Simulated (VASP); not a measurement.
Sn, 2 atoms in the cell. The structure is tetragonal, space group I4_1/amd (No. 141). Conventional cell: a = 5.891 Å, b = 5.891 Å, c = 3.216 Å, α = 90.00°, β = 90.00°, γ = 90.00°. Sn (site symmetry -4m2) has 10 Sn at 3.05 to 3.81 Å within 4.0 Å. 

| Property | Result |
| --- | --- |
| Program | VASP 6.6.1 |
| Task | single point |
| Functional | PBE |
| Potentials or basis | VASP PAW PBE potentials, release 64 (Sn_d) |
| Cutoff | 520 eV |
| k mesh | 10 × 10 × 10 |
| Occupations | methfessel-paxton, width 0.1 eV |
| Spin | no spin polarisation |
| Dipole correction | no |
| Further INCAR settings | ALGO = Normal; EDIFF = 1e-06; NBANDS = 21 |

Potentials or basis: VASP PAW PBE potentials, release 64 (Sn_d).

Run with:

```bash
$ cat potpaw_PBE.64/Sn_d/POTCAR > POTCAR
$ mpirun -np 1 vasp_std > vasp.out
```

Hardware: 1 thread of AMD EPYC 7R13 (shared host).

Question: Estimate the wall time of this run.

Answer: It took 2.6 min on 1 thread of AMD EPYC 7R13, on a shared host, peak memory 0.26 GiB. Counts: scf iterations 10, k points 102.
